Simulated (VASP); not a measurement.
TiAl: single point with PBEsol

Crystal: TiAl.

```xyz
2
Lattice="2.9250 0.0000 0.0000 0.0000 3.1564 0.0000 0.0000 0.0000 3.1564" Properties=species:S:1:pos:R:3 pbc="T T T"
Ti    0.0000    0.0000    0.0000
Al    1.4625    1.5782    1.5782
```

This cell differs from its parent crystal: normal strain along x -0.0733, normal strain along y +0.0000.

```json
{"Program": "VASP 6.6.1", "Task": "single point", "Functional": "PBEsol", "Potentials or basis": "VASP PAW PBE potentials, release 64 (Ti_sv, Al)", "Cutoff": "520 eV", "k mesh": "14 × 14 × 14", "Occupations": "gaussian, width 0.15 eV", "Spin": "no spin polarisation"}
```

* Pressure: 10.8 GPa

Stress tensor (GPa, compression positive):
```
10.18  0.00  0.00
 0.00 11.06  0.00
 0.00  0.00 11.06
```

Levels at points of the mesh, in eV from the Fermi level:
```csv
k point,band 4,band 5,band 6,band 7,band 8,band 9,band 10,band 11,band 12,band 13
"(0.00, 0.00, 0.00)",-32.61,-9.65,-1.75,-1.55,1.77,2.25,2.25,4.23,4.23,6.53
"(0.50, 0.00, 0.00)",-32.71,-5.54,-5.30,-0.46,-0.09,-0.09,2.13,4.11,6.64,9.33
"(0.00, 0.50, 0.00)",-32.59,-6.35,-5.49,-0.70,-0.14,0.85,2.44,3.16,6.60,9.25
"(0.50, 0.50, 0.00)",-32.69,-5.06,-2.15,-1.65,-1.48,0.47,0.68,3.22,5.70,5.78
"(0.00, 0.50, 0.50)",-32.57,-5.57,-2.32,-2.32,-1.67,1.26,1.26,2.93,4.82,5.47
"(0.50, 0.50, 0.50)",-32.87,-3.35,-3.35,-3.34,1.33,3.06,3.13,3.13,3.45,3.56
```

Run time: 52 s on 1 thread of Intel(R) Xeon(R) 6975P-C (Granite Rapids), on a shared host, peak memory 0.23 GiB.

Caveat: the cell differs from its parent crystal (normal strain along x -0.0733, normal strain along y +0.0000); the PAW data sets were made with another functional, which shifts forces and pressure a little.
